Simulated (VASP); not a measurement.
A run of VASP 6.6.1:

The input INCAR:

```
SYSTEM = Tl
  PREC = Accurate
  ENCUT = 520
  EDIFF = 1E-6
  ISMEAR = 0
  SIGMA = 0.1
  LREAL = .FALSE.
  LASPH = .TRUE.
  NELM = 80
  ALGO = Normal
  ISIF = 2
  LWAVE = .FALSE.
  LCHARG = .FALSE.
  LDIPOL = .TRUE.
  IDIPOL = 3
  DIPOL = 0.5 0.5 0.500
  GGA = PE
  EFIELD = -0.1
  NBANDS = 40
```

Contents of KPOINTS:

```
Automatic mesh
0
G
  12 12 1
  0 0 0
```

POSCAR

```
Tl
1.0
    3.6124296590      0.0000000000      0.0000000000
   -1.8062148295      3.1284558541      0.0000000000
    0.0000000000      0.0000000000     26.1305357194
Tl
5
Direct
    0.3333333333      0.6666666667      0.2870205219
    0.6666666667      0.3333333333      0.3935102610
    0.3333333333      0.6666666667      0.5000000000
    0.6666666667      0.3333333333      0.6064897390
    0.3333333333      0.6666666667      0.7129794781
```

Potentials or basis: VASP PAW PBE potentials, release 64 (Tl_d).

Run with:

```console
$ cat potpaw_PBE.64/Tl_d/POTCAR > POTCAR
$ mpirun -np 1 vasp_std > vasp.out
```

Hardware: 1 thread of Intel(R) Xeon(R) 6975P-C (Granite Rapids) (shared host).

Question: Estimate the wall time of this run.

Answer: Run time: 2.9 min on 1 thread of Intel(R) Xeon(R) 6975P-C (Granite Rapids), on a shared host, peak memory 0.46 GiB. Counts: scf iterations 25, k points 19.
